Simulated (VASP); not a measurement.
# Ga (P2_1/m) in VASP: settings compared

Ga is run at these levels: PBE+D3(BJ), PBE, LDA; tasks: single point.

All numbers are computed with VASP 6.6.1; they aren't measurements. Logs are shortened: lines on timing, memory, paths and dates and some standing lists are left out, and cuts for length are marked.

**1. The cell of the first run**

It takes space group P2_1/m (No. 11, monoclinic). Conventional cell: a = 2.787 Å, b = 3.205 Å, c = 4.296 Å, α = 90.00°, β = 108.03°, γ = 90.00°. Within 3.6 Å of Ga (site symmetry m) lie 10 Ga at 2.71 to 3.21 Å.

**2. Single point, PBE+D3(BJ)**

Contents of INCAR:

```
SYSTEM = Ga
PREC = Accurate
ENCUT = 520
EDIFF = 1E-7
ISMEAR = -1
SIGMA = 0.05
LREAL = .False.
LASPH = .True.
NELM = 60
ALGO = Normal
ISIF = 2
LWAVE = .False.
LCHARG = .False.
GGA = PE
IVDW = 12
NBANDS = 20
```

Contents of KPOINTS:

```
regular mesh
0
Gamma
  10 8 7
  0 0 0
```

Contents of POSCAR:

```
Ga
1.0
    2.7872317918      0.0000000000     -0.0379888108
    0.0000000000      3.2050003160      0.0000000000
   -1.4022490039      0.0000000000      4.1047571988
Ga
2
Direct
    0.1226295250      0.7500000000      0.7677792916
    0.8773704750      0.2500000000      0.2322207084
```

Potentials or basis: VASP PAW PBE potentials, release 64 (Ga_d).

Launch:

```sh
$ cat potpaw_PBE.64/Ga_d/POTCAR > POTCAR
$ mpirun -np 1 vasp_std > vasp.out
```

OUTCAR:

```text
SYSTEM = Ga
   PREC = Accurate
   ENCUT = 520
   EDIFF = 1E-7
   ISMEAR = -1
   LREAL = .False.
   LASPH = .True.
   NELM = 60
   ISIF = 2
   GGA = PE
   IVDW = 12
 IVDW          = 12

 ion  position               nearest neighbor table
   1  0.123  0.750  0.768-   2 2.71   2 2.71   2 2.83   2 2.83   2 2.86   2 2.86
   2  0.877  0.250  0.232-   1 2.71   1 2.71   1 2.83   1 2.83   1 2.86   1 2.86

  LATTYP: Found a simple monoclinic cell.
 ALAT       =     2.7874906656
 B/A-ratio  =     1.1497797483
 C/A-ratio  =     1.5412197824
 COS(beta)  =    -0.3094480772

  Lattice vectors:

 A1 = (   2.7872317918,   0.0000000000,  -0.0379888108)
 A2 = (   0.0000000000,  -3.2050003160,   0.0000000000)
 A3 = (  -1.3849827879,   0.0000000000,  -4.0667683880)

Analysis of symmetry for initial positions (statically):
=====================================================================
 Subroutine PRICEL returns:
 Original cell was already a primitive cell.

 Routine SETGRP: Setting up the symmetry group for a
 simple monoclinic supercell.

 Subroutine GETGRP returns: Found  4 space group operations
 (whereof  2 operations were pure point group operations)
 out of a pool of  4 trial point group operations.

The static configuration has the point symmetry S_2 .
 The point group associated with its full space group is C_2h.

Analysis of symmetry for dynamics (positions and initial velocities):
=====================================================================
 Subroutine PRICEL returns:
 Original cell was already a primitive cell.

 Routine SETGRP: Setting up the symmetry group for a
 simple monoclinic supercell.

 Subroutine GETGRP returns: Found  4 space group operations
 (whereof  2 operations were pure point group operations)
 out of a pool of  4 trial point group operations.

The dynamic configuration has the point symmetry S_2 .
 The point group associated with its full space group is C_2h.

 Subroutine INISYM returns: Found  4 space group operations
 (whereof  2 operations are pure point group operations),
 and found     1 'primitive' translations

----------------------------------------------------------------------------------------

                                     Primitive cell

  volume of cell :      36.4974

  direct lattice vectors                    reciprocal lattice vectors
     2.787231792  0.000000000 -0.037988811     0.360457233  0.000000000  0.123137806
     0.000000000  3.205000316  0.000000000     0.000000000  0.312012450  0.000000000
    -1.402249004  0.000000000  4.104757199     0.003335969  0.000000000  0.244759388

  length of vectors
     2.787490666  3.205000316  4.337664571     0.380909879  0.312012450  0.244782121

  position of ions in fractional coordinates (direct lattice)
     0.122629525  0.750000000  0.767779292
     0.877370475  0.250000000  0.232220708

  ion indices of the primitive-cell ions
   primitive index   ion index
                 1           1
                 2           2

----------------------------------------------------------------------------------------

 KPOINTS: regular mesh

Automatic generation of k-mesh.
 Grid dimensions read from file:
 generate k-points for:   10    8    7

 Generating k-lattice:

  Cartesian coordinates                     Fractional coordinates (reciprocal lattice)
     0.036045723  0.000000000  0.012313781     0.100000000  0.000000000  0.000000000
     0.000000000  0.039001556  0.000000000     0.000000000  0.125000000  0.000000000
     0.000476567  0.000000000  0.034965627     0.000000000  0.000000000  0.142857143

  Length of vectors
     0.038090988  0.039001556  0.034968874

  Shift w.r.t. Gamma in fractional coordinates (k-lattice)
     0.000000000  0.000000000  0.000000000

 Subroutine IBZKPT returns following result:
 ===========================================

 Found    180 irreducible k-points:

 Following reciprocal coordinates:
            Coordinates               Weight
  0.000000  0.000000  0.000000      1.000000
  0.100000  0.000000  0.000000      2.000000
  0.200000  0.000000  0.000000      2.000000
  0.300000  0.000000 -0.000000      2.000000
  0.400000  0.000000  0.000000      2.000000
  0.500000  0.000000  0.000000      1.000000
[... 16 lines left out ...]
  0.400000  0.375000  0.000000      4.000000
  0.500000  0.375000  0.000000      2.000000
 [... further k-points ...]
   k-points           NKPTS =    180   k-points in BZ     NKDIM =    180   number of bands    NBANDS=     20
   number of dos      NEDOS =    301   number of ions     NIONS =      2
   total plane-waves  NPLWV =  18432
   dimension x,y,z NGX =    24 NGY =   24 NGZ =   32
   dimension x,y,z NGXF=    48 NGYF=   48 NGZF=   64
   ions per type =               2
   NGX,Y,Z   is equivalent  to a cutoff of  14.31, 12.45, 12.26 a.u.
   NGXF,Y,Z  is equivalent  to a cutoff of  28.63, 24.90, 24.53 a.u.
 SYSTEM =  Ga
   PREC   = accura    normal or accurate (medium, high low for compatibility)
   ISTART =      0    job   : 0-new  1-cont  2-samecut
   ICHARG =      2    charge: 1-file 2-atom 10-const
   ISPIN  =      1    spin polarized calculation?
   LNONCOLLINEAR =      F non collinear calculations
   LSORBIT =      F    spin-orbit coupling
   LASPH  =      T    aspherical Exc in radial PAW
   ENCUT  =  520.0 eV  38.22 Ry    6.18 a.u.   5.18  5.96  8.07*2*pi/ulx,y,z
   NELM   =     60;   NELMIN=  2; NELMDL= -5     # of ELM steps
   EDIFF  = 0.1E-06   stopping-criterion for ELM
   LREAL  =      F    real-space projection
   EDIFFG = 0.1E-05   stopping-criterion for IOM
   NSW    =      0    number of steps for IOM
   IBRION =     -1    ionic relax: 0-MD 1-quasi-New 2-CG
   NFREE  =      0    steps in history (QN), initial steepest desc. (CG)
   ISIF   =      2    stress and relaxation
   ISYM   =      2    0-nonsym 1-usesym 2-fastsym
   POTIM  = 0.5000    time-step for ionic-motion
   TEBEG  =    0.0;   TEEND  =   0.0 temperature during run
   PSTRESS=    0.0 pullay stress
   NELECT =      26.0000    total number of electrons
   NUPDOWN=      -1.0000    fix difference up-down
   EMIN   =  10.00;   EMAX   =-10.00  energy-range for DOS
   EFERMI =   0.00;   METHOD = LEGACY
   ISMEAR =    -1;   SIGMA  =   0.05  broadening in eV -4-tet -1-fermi 0-gaus
   EFERMI_NEDOS =   21; number of points for ismear=-14 and -15
   IALGO  =     38    algorithm
   IMIX   =      4    mixing-type and parameters
     AMIX     =   0.40;   BMIX     =  1.00
     AMIX_MAG =   1.60;   BMIX_MAG =  1.00
  volume/ion in A,a.u.               =      18.25       123.15
  Fermi-wavevector in a.u.,A,eV,Ry     =   1.462105  2.762979 29.085884  2.137752
  Thomas-Fermi vector in A             =   2.578358
   LORBIT       =      0    0 simple, 1 ext, 2 COOP (PROOUT), +10 PAW based schemes
   GGA     = PE    functional components
   LHFCALC =     F    Hartree Fock is set to
   AEXX    =    0.0000 exact exchange contribution
   IVDW    =    12    specifies the selected vdW correction
   LEPSILON=     F    determine dielectric tensor
   LRPA    =     F    only Hartree local field effects (RPA)
 non-spin polarized calculation
  energy-cutoff  :      520.00
  volume of cell :       36.50
 maximum number of plane-waves:       996
 NGX is ok and might be reduce to    24
   NGX = 11   NGY = 11   NGZ = 17

 number of electron      26.0000013 magnetization

 Free energy of the ion-electron system (eV)
  ---------------------------------------------------
  ext. energy  EPLUGINS =         0.00000000
  ---------------------------------------------------
  free energy    TOTEN  =        -5.78494003 eV

  energy without entropy =       -5.78092869  energy(sigma->0) =       -5.78293436

 E-fermi :   5.8061     XC(G=0): -11.1388

 val. band max:        5.7784190467   @ k =   0.0000   0.2500   0.0000
 cond. band min:       5.8183576908   @ k =   0.4000   0.3750   0.2857
 fundamental gap:      0.0399386442
 Fermi energy:         5.8061478366

 k-point     1 :       0.0000    0.0000    0.0000
  band No.  band energies     occupation
      1      -9.3520      2.00000
      2      -9.3241      2.00000
      3      -9.2823      2.00000
      4      -9.2803      2.00000
      5      -9.0235      2.00000
      6      -9.0114      2.00000
[... 12 lines left out ...]
     19      17.0377      0.00000
     20      18.7205      0.00000

 k-point     2 :       0.1000    0.0000    0.0000
  band No.  band energies     occupation
      1      -9.3367      2.00000
      2      -9.3173      2.00000
      3      -9.2707      2.00000
      4      -9.2371      2.00000
      5      -9.0356      2.00000
      6      -9.0282      2.00000
[... 12 lines left out ...]
     19      17.5959      0.00000
     20      20.4605      0.00000

 k-point     3 :       0.2000    0.0000    0.0000
  band No.  band energies     occupation
      1      -9.3035      2.00000
      2      -9.3006      2.00000
      3      -9.2242      2.00000
      4      -9.1575      2.00000
      5      -9.0733      2.00000
      6      -9.0608      2.00000
[... 12 lines left out ...]
     19      17.7650      0.00000
     20      21.5621      0.00000

 k-point     4 :       0.3000    0.0000   -0.0000
  band No.  band energies     occupation
      1      -9.2833      2.00000
      2      -9.2701      2.00000
      3      -9.1883      2.00000
      4      -9.1683      2.00000
      5      -9.1309      2.00000
      6      -9.0229      2.00000
[... 12 lines left out ...]
     19      17.9555      0.00000
     20      20.2189      0.00000

 k-point     5 :       0.4000    0.0000    0.0000
  band No.  band energies     occupation
      1      -9.2727      2.00000
      2      -9.2663      2.00000
      3      -9.1944      2.00000
      4      -9.1795      2.00000
      5      -9.1793      2.00000
      6      -9.0296      2.00000
[... 12 lines left out ...]
     19      17.0942      0.00000
     20      18.5282      0.00000

 k-point     6 :       0.5000    0.0000    0.0000
  band No.  band energies     occupation
      1      -9.2778      2.00000
      2      -9.2690      2.00000
      3      -9.1994      2.00000
      4      -9.1932      2.00000
      5      -9.1783      2.00000
      6      -9.0377      2.00000
[... 12 lines left out ...]
     19      17.0054      0.00000
     20      17.5125      0.00000

 k-point     7 :       0.0000    0.1250    0.0000
  band No.  band energies     occupation
      1      -9.3491      2.00000
      2      -9.3164      2.00000
      3      -9.2814      2.00000
      4      -9.2505      2.00000
      5      -9.0452      2.00000
      6      -9.0403      2.00000
[... 12 lines left out ...]
     19      16.1327      0.00000
     20      18.3869      0.00000
[... 277 lines left out ...]
 k-point    20 :       0.1000    0.3750    0.0000
  band No.  band energies     occupation
      1      -9.3335      2.00000
      2      -9.2750      2.00000
      3      -9.1638      2.00000
      4      -9.1346      2.00000
      5      -9.1252      2.00000
      6      -9.1079      2.00000
[... 12 lines left out ...]
     19      18.8876      0.00000
     20      19.5569      0.00000

 k-point    21 :       0.2000    0.3750    0.0000
  band No.  band energies     occupation
      1      -9.3084      2.00000
      2      -9.2417      2.00000
      3      -9.1630      2.00000
      4      -9.1443      2.00000
      5      -9.1169      2.00000
      6      -9.0881      2.00000
[... 12 lines left out ...]
     19      15.7559      0.00000
     20      17.1759      0.00000

 k-point    22 :       0.3000    0.3750   -0.0000
  band No.  band energies     occupation
      1      -9.3084      2.00000
      2      -9.2517      2.00000
      3      -9.2077      2.00000
      4      -9.1417      2.00000
      5      -9.0798      2.00000
      6      -9.0677      2.00000
[... 12 lines left out ...]
     19      13.7435      0.00000
     20      15.8936      0.00000

 k-point    23 :       0.4000    0.3750    0.0000
  band No.  band energies     occupation
      1      -9.3232      2.00000
      2      -9.2531      2.00000
      3      -9.2474      2.00000
      4      -9.1857      2.00000
      5      -9.0816      2.00000
      6      -9.0359      2.00000
[... 12 lines left out ...]
     19      14.2394      0.00000
     20      17.2434      0.00000

 k-point    24 :       0.5000    0.3750    0.0000
  band No.  band energies     occupation
      1      -9.3288      2.00000
      2      -9.2716      2.00000
      3      -9.2307      2.00000
      4      -9.2205      2.00000
      5      -9.0851      2.00000
      6      -9.0240      2.00000
[... 12 lines left out ...]
     19      16.2013      0.00000
     20      17.0041      0.00000

 [... further k-points ...]

------------------------ aborting loop because EDIFF is reached ----------------------------------------

 Edisp (eV)   -0.63156

 E8    (eV) :    -0.2958

  FORCE on cell =-STRESS in cart. coord.  units (eV):
  Direction    XX          YY          ZZ          XY          YZ          ZX
  --------------------------------------------------------------------------------------
  -------------------------------------------------------------------------------------
  Total       0.02099     0.02339     0.01487     0.00000     0.00000    -0.00437
  in kB       0.92124     1.02667     0.65296     0.00000     0.00000    -0.19203
  external pressure =        0.87 kB  Pullay stress =        0.00 kB

 VOLUME and BASIS-vectors are now :
 -----------------------------------------------------------------------------
  energy-cutoff  :      520.00
  volume of cell :       36.50
      direct lattice vectors                 reciprocal lattice vectors
     2.787231792  0.000000000 -0.037988811     0.360457233  0.000000000  0.123137806
     0.000000000  3.205000316  0.000000000     0.000000000  0.312012450  0.000000000
    -1.402249004  0.000000000  4.104757199     0.003335969  0.000000000  0.244759388

 POSITION                                       TOTAL-FORCE (eV/Angst)
 -----------------------------------------------------------------------------------
     -0.73482      2.40375      3.14689         0.002868      0.000000     -0.000673
      2.11980      0.80125      0.91988        -0.002868     -0.000000      0.000673
 -----------------------------------------------------------------------------------
    total drift:                                0.000000      0.000000     -0.000000

  FREE ENERGIE OF THE ION-ELECTRON SYSTEM (eV)
  ---------------------------------------------------
  free  energy   TOTEN  =        -6.4165029763 eV

  energy  without entropy=       -6.4124916369  energy(sigma->0) =       -6.41449731
```

Wall time 27 s (1 thread of Intel Xeon 6975P-C (Granite Rapids), shared host); peak memory 0.23 GiB.

What came out:

| Item | Value |
| --- | --- |
| Free energy | -6.4165 eV |
| Pressure | 0.1 GPa |
| Band gap on the k mesh | zero (band 13 reaches 10.61 eV, above the bottom of band 14 at 1.70 eV) |
| Dispersion energy per atom | -0.316 eV |

Forces in eV/Å, atoms in the order of the input:
```
Ga   0.003  0.000 -0.001
Ga  -0.003  0.000  0.001
```

Levels at points of the mesh, in eV from the Fermi level:
```csv
k point,band 10,band 11,band 12,band 13,band 14,band 15,band 16,band 17
"(0.00, 0.00, 0.00)",-14.63,-11.36,-2.39,-1.83,2.50,6.23,9.04,10.13
"(0.50, 0.00, 0.00)",-14.65,-6.23,-5.19,-1.81,-0.36,6.57,6.79,9.38
"(0.00, 0.50, 0.00)",-14.70,-7.61,-7.61,1.60,1.60,2.32,2.32,11.54
"(0.50, 0.50, 0.00)",-14.66,-2.72,-2.72,-1.49,-1.49,1.92,1.92,4.15
```

Caveat: pairwise dispersion overbinds metals, which lowers pressure and volume.

[end of part 1 of 2]
